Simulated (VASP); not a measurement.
**SnTe: single point with HSE06**

The system is SnTe.

```xyz
2
Lattice="0.0000 3.1894 3.1894 3.1894 0.0000 3.1894 3.1894 3.1894 0.0000" Properties=species:S:1:pos:R:3 pbc="T T T"
Sn    0.0000    0.0000    0.0000
Te    3.1894    3.1894    3.1894
```

| Property | Result |
| --- | --- |
| Program | VASP 6.6.1 |
| Task | single point |
| Functional | HSE06 |
| Potentials or basis | VASP PAW PBE potentials, release 64 (Sn_d, Te) |
| Cutoff | 520 eV |
| k mesh | 4 × 4 × 4 |
| Occupations | fermi-dirac, width 0.02 eV |
| Spin | no spin polarisation |

* Pressure: -0.5 GPa
* Band gap on the k mesh: 0.21 eV, direct

Levels at points of the mesh, in eV from the valence-band top:
| k point | band 8 | band 9 | band 10 | band 11 | band 12 | band 13 |
| --- | --- | --- | --- | --- | --- | --- |
| (0.00, 0.00, 0.00) | -2.43 | -2.43 | -2.43 | 3.81 | 3.81 | 3.81 |
| (0.50, 0.00, 0.00) | -2.09 | -2.09 | 0.00 | 0.21 | 0.62 | 0.62 |
| (0.50, 0.50, 0.00) | -6.08 | -4.11 | -4.11 | 2.56 | 5.42 | 5.42 |

It took 15 min on 1 thread of AMD EPYC 7R13 Processor (Zen 3) (shared host), peak memory 0.29 GiB.

Caveat: the k points lie up to 0.43 Å⁻¹ apart; the PAW data sets were made with another functional, which shifts forces and pressure a little; spin-orbit coupling is left out, which moves the levels of the heavy elements. A k mesh can miss the band edges.
